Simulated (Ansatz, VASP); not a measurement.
# Two plane-wave programs on Ag3Sn5

File INCAR:

```
PREC = Accurate ; ENCUT = 400
EDIFF = 1E-6 ; ISMEAR = 0
SIGMA = 0.1 ; LREAL = F
LASPH = T ; NELM = 120
ALGO = Normal ; ISIF = 2
LWAVE = F ; LCHARG = T
GGA = PE ; LELF = T
LVHAR = T ; NBANDS = 172
GGA_COMPAT = F
```

File KPOINTS:

```
regular mesh
0
Gamma
  3 3 3
```

The input POSCAR:

```
Ag3Sn5
1.0
    8.3656800000      0.0686780000      0.0503530000
    0.0763150000      8.2661660000     -0.1482500000
    0.0471300000     -0.1438910000      8.4692410000
Sn Ag
15 9
Direct
    0.8488627777      0.9640274301      0.1905081750
    0.2264854508      0.1292832524      0.0780581415
    0.4793930910      0.5275599572      0.8498217211
    0.2110997608      0.2700315158      0.7358002982
    0.1770657249      0.7853373337      0.2337923060
    0.7245484549      0.3306686289      0.2750762679
    0.3788023281      0.4536187419      0.2041564190
    0.8319141132      0.3953029291      0.6933214831
    0.7614457906      0.0146424017      0.5571850073
    0.9801931516      0.5014250148      0.0180534242
    0.1799097743      0.7796815147      0.8473279458
    0.0710657296      0.2736465912      0.3822829925
    0.7669027106      0.7655011429      0.8514994340
    0.2555822807      0.5928186707      0.5369460516
    0.6271863430      0.1737868784      0.9382822055
    0.6014796237      0.6367759526      0.5384352359
    0.6841636443      0.6622772718      0.1971751368
    0.9248371251      0.6797872325      0.4579603595
    0.4785530015      0.2499017480      0.4996237678
    0.1365159065      0.9694696597      0.5464280940
    0.4451547195      0.9793771391      0.7053969529
    0.9537630600      0.0616832113      0.8581557823
    0.4704904906      0.8650866259      0.0289857241
    0.4723061556      0.9077657664      0.3699380070
```

Input for Ansatz:

```yaml
crystal:
  lattice:
    - [8.36568, 0.068678, 0.050353]
    - [0.076315, 8.266166, -0.14825]
    - [0.04713, -0.143891, 8.469241]
  atoms:
    - { symbol: Sn, position: [0.8488627777, 0.9640274301, 0.190508175] }
    - { symbol: Sn, position: [0.2264854508, 0.1292832524, 0.0780581415] }
    - { symbol: Sn, position: [0.479393091, 0.5275599572, 0.8498217211] }
    - { symbol: Sn, position: [0.2110997608, 0.2700315158, 0.7358002982] }
    - { symbol: Sn, position: [0.1770657249, 0.7853373337, 0.233792306] }
    - { symbol: Sn, position: [0.7245484549, 0.3306686289, 0.2750762679] }
    - { symbol: Sn, position: [0.3788023281, 0.4536187419, 0.204156419] }
    - { symbol: Sn, position: [0.8319141132, 0.3953029291, 0.6933214831] }
    - { symbol: Sn, position: [0.7614457906, 0.0146424017, 0.5571850073] }
    - { symbol: Sn, position: [0.9801931516, 0.5014250148, 0.0180534242] }
    - { symbol: Sn, position: [0.1799097743, 0.7796815147, 0.8473279458] }
    - { symbol: Sn, position: [0.0710657296, 0.2736465912, 0.3822829925] }
    - { symbol: Sn, position: [0.7669027106, 0.7655011429, 0.851499434] }
    - { symbol: Sn, position: [0.2555822807, 0.5928186707, 0.5369460516] }
    - { symbol: Sn, position: [0.627186343, 0.1737868784, 0.9382822055] }
    - { symbol: Ag, position: [0.6014796237, 0.6367759526, 0.5384352359] }
    - { symbol: Ag, position: [0.6841636443, 0.6622772718, 0.1971751368] }
    - { symbol: Ag, position: [0.9248371251, 0.6797872325, 0.4579603595] }
    - { symbol: Ag, position: [0.4785530015, 0.249901748, 0.4996237678] }
    - { symbol: Ag, position: [0.1365159065, 0.9694696597, 0.546428094] }
    - { symbol: Ag, position: [0.4451547195, 0.9793771391, 0.7053969529] }
    - { symbol: Ag, position: [0.95376306, 0.0616832113, 0.8581557823] }
    - { symbol: Ag, position: [0.4704904906, 0.8650866259, 0.0289857241] }
    - { symbol: Ag, position: [0.4723061556, 0.9077657664, 0.369938007] }
basis:
  ecutwfc: 420
kpoints:
  mp_grid: { grid: [3, 3, 3] }
hamiltonian:
  xc: pbe
scf:
  occupations: { method: gaussian, width: 0.1 }
  n_extra_bands: 12
output:
  forces: true
  stress: true
  eigenvalues: true
  populations: true
  dos:
    method: { smearing: { sigma: 0.1, scheme: gaussian } }
    projected: true
    de: 0.02
```

Alike in both runs: task single point; functional PBE; k mesh 3 × 3 × 3; occupations gaussian, width 0.1 eV; no spin polarisation.

|  | VASP | Ansatz |
| --- | --- | --- |
| version | VASP 6.6.1 | Ansatz 0.2.0 |
| potentials or method | VASP PAW PBE potentials, release 64 (Sn_d, Ag), cutoff 400 eV | scalar-relativistic, plane waves, PAW |
| valence electrons in the cell | 309 | 381 |

Ansatz gave:

| Item | Value |
| --- | --- |
| gap on the k mesh at the Fermi level (eV) | none |
| rms of the force components (eV/Å) | 0.089 |

**Question.** What did VASP give for the same quantities?

**Answer.** gap on the k mesh at the Fermi level (eV): none; rms of the force components (eV/Å): 0.090.

Atom by atom the forces differ by 0.002 eV/Å (rms over components). A gap of «none» marks a metal or a gap that the smearing closes. VASP's potentials hold 309 valence electrons a cell and Ansatz's 381, so a difference there can come from the potentials and not from the codes.
